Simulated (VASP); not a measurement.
Crystal: NaF.

```
Na F
1.0
     3.19332    0.00000    0.00000
    -1.59666    2.76549    0.00000
     0.00000    0.00000    5.21469
Na F
2 2
Direct
  0.33333 0.66667 0.00000
  0.66667 0.33333 0.50000
  0.33333 0.66667 0.37500
  0.66667 0.33333 0.87500
```

* Program: VASP 6.6.1
* Task: relaxation of cell and atoms
* Functional: PBE
* Potentials or basis: VASP PAW PBE potentials, release 64 (Na_sv, F)
* Cutoff: 1130 eV
* k mesh: 12 × 12 × 4
* Occupations: fermi-dirac, width 0.02 eV
* Spin: no spin polarisation

At the start: pressure 31.3 GPa; volume 11.51 Å³/atom.

Question: Where does the relaxation end?

Answer: Over 36 steps the energy falls by 412.8 meV/atom and the volume is 15.57 Å³/atom (+35.2 %); space group P6_3mc (No. 186, to 0.1 Å) before, P6_3/mmc (No. 194, to 0.1 Å).

Step by step:
```
step  energy change (eV)  largest force (eV/Å)  pressure (GPa)  volume (Å³)
   1              0.0000                0.0513           31.28        46.05
   2             -1.4269                0.0473            3.07        62.71
   3             -1.4648                0.0450            1.20        65.61
   4             -1.4555                0.0384           -1.48        71.65
   5             -1.4733                0.0423           -0.11        68.15
   6             -1.4733                0.0429            0.13        67.65
   7             -1.4744                0.0466            0.13        67.65
   8             -1.4773                0.0591            0.12        67.64
   9             -1.4814                0.0862            0.11        67.60
  10             -1.4836                0.1614            0.05        67.45
  11             -1.4845                0.1559            0.02        67.45
  12             -1.4872                0.1405           -0.04        67.46
  13             -1.4920                0.1130           -0.17        67.48
  14             -1.5009                0.0772           -0.46        67.51
  15             -1.5223                0.0566           -1.10        67.47
  16             -1.5970                0.0693           -2.29        67.08
  17             -0.0136                4.7429            9.94        64.92
  18             -1.5831                0.1565           -2.05        67.05
  19             -1.5733                0.2699           -1.60        66.22
  20             -1.5990                0.1476           -2.18        66.89
  21             -1.6148                0.0358           -2.20        66.59
  22             -1.6142                0.0723           -2.24        66.66
  23             -1.6187                0.0153           -2.06        66.28
  24             -1.6189                0.0026           -2.00        66.18
  25             -1.6240                0.0014           -1.84        65.83
  26             -1.6366                0.0135           -1.33        64.78
  27             -1.6494                0.0383           -0.21        62.71
  28             -1.6499                0.0446            0.10        62.20
  29             -1.6499                0.0436            0.06        62.28
  30             -1.6503                0.0371            0.03        62.30
  31             -1.6511                0.0194           -0.03        62.35
  32             -1.6507                0.0095           -0.10        62.45
  33             -1.6512                0.0082           -0.05        62.39
  34             -1.6512                0.0091           -0.04        62.39
  35             -1.6513                0.0065           -0.02        62.34
  36             -1.6513                0.0017            0.03        62.26
```

Final structure:
```
CELL_PARAMETERS angstrom
3.92919 0.00000 0.00000
-1.96460 3.40278 0.00000
0.00000 0.00000 4.65669
ATOMIC_POSITIONS crystal
Na 0.33333 0.66667 0.93759
Na 0.66667 0.33333 0.43759
F 0.33333 0.66667 0.43741
F 0.66667 0.33333 0.93741
```

Caveat: the volume moved by over 15 % at a fixed basis, so the end points are rough; the structure was generated, so it needn't be the stable form of NaF.
